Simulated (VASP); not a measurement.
Runs of VASP 6.6.1 on NbTe. The structure is that of space group F-43m (No. 216), or close to it. The cells are those of the table. 

```tsv
spin	cell	gap on the mesh (eV)	pressure (GPa)	moment (μB)
collinear	a = 4.474 Å, angles 60.0°, 2 atoms	none	(a)	2.16
collinear	a = 4.420 Å, angles 60.0°, 2 atoms	none	3.5	2.07
collinear	a = 4.504 Å, angles 60.0°, 2 atoms	none	-0.1	2.21
off	a = 4.504 Å, angles 60.0°, 2 atoms	none	(c)	-
collinear	a = 4.464 Å, angles 60.0°, 2 atoms	none	(b)	2.15
```

Alike in all rows: task single point; level PBE; potentials or basis VASP PAW PBE potentials, release 64 (Nb_sv, Te); k mesh 10 × 10 × 10; cutoff (eV) 520; smearing gaussian 0.05 eV.

Q: Estimate the missing entries.

A: (a) 1.1; (b) 1.5; (c) -2.8.

Caveats: spin-orbit coupling is left out, which moves the levels of the heavy elements; the cell stands under pressure (at least some runs); an odd number of electrons without spin polarisation forces a metal (at least some runs); a magnetic or distorted state may lie lower (at least some runs).

A k mesh can miss the band edges, and the runs leave out spin-orbit coupling on Nb, Te.

A gap of «none» marks levels without a gap at the run's occupations.
